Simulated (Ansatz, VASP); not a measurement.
**Be7Te: VASP beside Ansatz**

```
Be Te
1.0
     5.41901    0.00000    0.00000
    -2.70951    4.69300    0.00000
     0.00000    0.00000    3.61606
Be Te
7 1
Direct
  0.47799 0.95598 0.00000
  0.47799 0.52201 0.00000
  0.04402 0.52201 0.00000
  0.41402 0.20701 0.50000
  0.79299 0.20701 0.50000
  0.79299 0.58598 0.50000
  0.33333 0.66667 0.50000
  0.00000 0.00000 0.00000
```

Change from the starting cell: species swapped into the Mg7Sn type (P-6m2, No. 187).

Alike in both runs: functional PBE; k mesh 4 × 4 × 4; occupations gaussian, width 0.2 eV; no spin polarisation.

Ansatz relaxed the structure, and its values are those at the end. VASP's run is a single point on that final structure, the one shown.

|  | VASP | Ansatz |
| --- | --- | --- |
| version | VASP 6.6.1 | Ansatz 0.2.0 |
| potentials or method | VASP PAW PBE potentials, release 64 (Be, Te), cutoff 600 eV | scalar-relativistic, plane waves, PAW |
| valence electrons in the cell | 20 | 30 |

VASP gave:

| Item | Value |
| --- | --- |
| gap on the k mesh at the Fermi level (eV) | none |
| pressure (GPa) | -0.3 |
| rms of the force components (eV/Å) | 0.022 |

Q: Estimate Ansatz's values.

A: gap on the k mesh at the Fermi level (eV): none; pressure (GPa): -0.4; rms of the force components (eV/Å): 0.024.

A gap of «none» marks a metal or a gap that the smearing closes. VASP's potentials hold 20 valence electrons a cell and Ansatz's 30, so a difference there can come from the potentials and not from the codes.

The k mesh is coarse, so the values compare programs but aren't converged. Spin-orbit coupling is off throughout.
